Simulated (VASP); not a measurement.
Input of a VASP 6.6.1 run:

INCAR

```
SYSTEM = ZrO2
PREC = Accurate
ENCUT = 600
EDIFF = 1E-6
ISMEAR = 0
SIGMA = 0.01
LREAL = .False.
LASPH = .True.
NELM = 120
ALGO = Normal
ISIF = 2
LWAVE = .False.
LCHARG = .True.
GGA = PS
LELF = .True.
LVHAR = .True.
NBANDS = 19
GGA_COMPAT = .False.
```

File KPOINTS:

```
regular mesh
0
Gamma
  6 6 6
  0 0 0
```

File POSCAR:

```
ZrO2
1.0
    0.0000000000      2.5847185048      2.5847185048
    2.5847185048      0.0000000000      2.5847185048
    2.5847185048      2.5847185048      0.0000000000
Zr O
1 2
Direct
    0.0000000000      0.0000000000      0.0000000000
    0.2500000000      0.2500000000      0.2500000000
    0.7500000000      0.7500000000      0.7500000000
```

Potentials or basis: VASP PAW PBE potentials, release 64 (Zr_sv, O).

Launch:

```bash
$ cat potpaw_PBE.64/Zr_sv/POTCAR potpaw_PBE.64/O/POTCAR > POTCAR
$ mpirun -np 1 vasp_std > vasp.out
```

(1) Predict the band gap on the k mesh.

(2) Predict the pressure.

Answers

(1) 3.16 eV, indirect (least direct gap 3.55 eV).

(2) -13.6 GPa.

Caveat: the PAW data sets were made with another functional, which shifts forces and pressure a little.
